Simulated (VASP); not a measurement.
A run of VASP 6.6.1 is set up as follows.

INCAR

```
PREC = Accurate
ENCUT = 520
EDIFF = 1E-6
ISMEAR = 0
SIGMA = 0.1
LREAL = F
LASPH = T
NELM = 100
ALGO = Normal
ISIF = 2
LWAVE = F
LCHARG = F
GGA = PE
NBANDS = 34
```

The input KPOINTS:

```
Automatic mesh
0
Gamma
  4 4 4
```

Contents of POSCAR:

```
Ge2Sb3Se
1.0
   -2.8458676844      2.8458676844      5.3198392955
    2.8458676844     -2.8458676844      5.3198392955
    2.8458676844      2.8458676844     -5.3198392955
Ge Sb Se
2 3 1
Direct
    0.7363626183      0.7363626183      0.0000000000
    0.2636373817      0.2636373817      0.0000000000
    0.7500000000      0.2500000000      0.5000000000
    0.2500000000      0.7500000000      0.5000000000
    0.0000000000      0.0000000000      0.0000000000
    0.5000000000      0.5000000000      0.0000000000
```

Potentials or basis: VASP PAW PBE potentials, release 64 (Ge_d, Sb, Se).

Run with:

```console
$ cat potpaw_PBE.64/Ge_d/POTCAR potpaw_PBE.64/Sb/POTCAR potpaw_PBE.64/Se/POTCAR > POTCAR
$ mpirun -np 1 vasp_std > vasp.out
```

(1) Predict the band gap on the k mesh.

(2) What does it give for the largest force?

(3) What does it give for the pressure?

## Answers

(1) zero (an odd number of electrons rules out a gap without spin polarisation).

(2) 0.004 eV/Å.

(3) -0.1 GPa.

Caveat: spin-orbit coupling is left out, which moves the levels of the heavy elements.
